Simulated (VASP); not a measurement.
Wanted: the native input for a VASP 6.6.1 run.

```yaml
Task: single point
Functional: PBE
Potentials_or_basis: VASP PAW PBE potentials, release 64 (Ti_sv, Ta_pv, N)
Cutoff: 600 eV
k_mesh: 6 × 6 × 1
Occupations: gaussian, width 0.1 eV
Spin: collinear spin
Starting_moments: "[1.0, 1.0, 0.0, 0.0, 0.0, 0.0, 0.0, 0.0, 0.0, 0.0] μB"
Dipole_correction: no
Further_INCAR_settings: ALGO = Normal; EDIFF = 1e-06; NBANDS = 56
```

The structure of Ta3Ti2N5 lies in POSCAR:

```
Ta3Ti2N5
1.0
    2.9359109093     -0.0000000027      0.0000000000
   -1.4679554523      2.5425734321      0.0000000000
    0.0000000000      0.0000000000     14.1042788705
Ti Ta N
2 3 5
Direct
    0.0000000000      0.0000000000      0.4052480386
    0.0000000000      0.0000000000      0.5947519614
    0.0000000000      0.0000000000      0.0000000000
    0.0000000000      0.0000000000      0.2061502117
    0.0000000000      0.0000000000      0.7938497883
    0.6666666667      0.3333333333      0.8976502181
    0.6666666667      0.3333333333      0.1023497819
    0.6666666667      0.3333333333      0.3045966760
    0.6666666667      0.3333333333      0.5000000000
    0.6666666667      0.3333333333      0.6954033240
```

One way to write it, as run:

INCAR

```
PREC     = Accurate       # precision mode
ENCUT    = 600            # plane-wave cutoff, eV
EDIFF    = 1E-6           # SCF threshold, eV
ISMEAR   = 0              # smearing method
SIGMA    = 0.1            # smearing width, eV
LREAL    = False          # projectors in reciprocal space
LASPH    = True           # aspherical terms in the spheres
NELM     = 200            # most SCF steps
ALGO     = Normal         # electronic algorithm
ISIF     = 2              # what is computed and relaxed
LWAVE    = False          # write WAVECAR
LCHARG   = False          # write CHGCAR
ISPIN    = 2              # spin polarisation
MAGMOM   = 1 1 0 0 0 0 0 0 0 0 # initial moments
LORBIT   = 11             # projections on sites
LMAXMIX  = 4              # l up to which the mixer works
GGA      = PE             # functional
NBANDS   = 56             # bands
GGA_COMPAT= False
```

KPOINTS

```
regular mesh
0
Gamma
  6 6 1
```

Potentials or basis: VASP PAW PBE potentials, release 64 (Ti_sv, Ta_pv, N).

Command:

```console
$ cat potpaw_PBE.64/Ti_sv/POTCAR potpaw_PBE.64/Ta_pv/POTCAR potpaw_PBE.64/N/POTCAR > POTCAR
$ mpirun -np 1 vasp_std > vasp.out
```

Results of the run:

The pressure is 0.5 GPa and the largest force is 0.022 eV/Å. The net moment is 1.32 μB per cell, the site moments are Ti +0.46; Ta +0.01, +0.04 (each value once); N +0.00, -0.01, -0.03 (each value once) μB and the valence electrons inside the program's atomic spheres are Ti 10.35; Ta 8.99, 9.00 (each value once); N 3.72, 3.70 (each value once).

Caveat: the k points lie up to 0.45 Å⁻¹ apart; a moment this small can come from the mesh or the smearing.

Wall time 2.1 min on 1 thread of Oxide Virtual Turin-like Processor (shared host), peak memory 0.31 GiB.
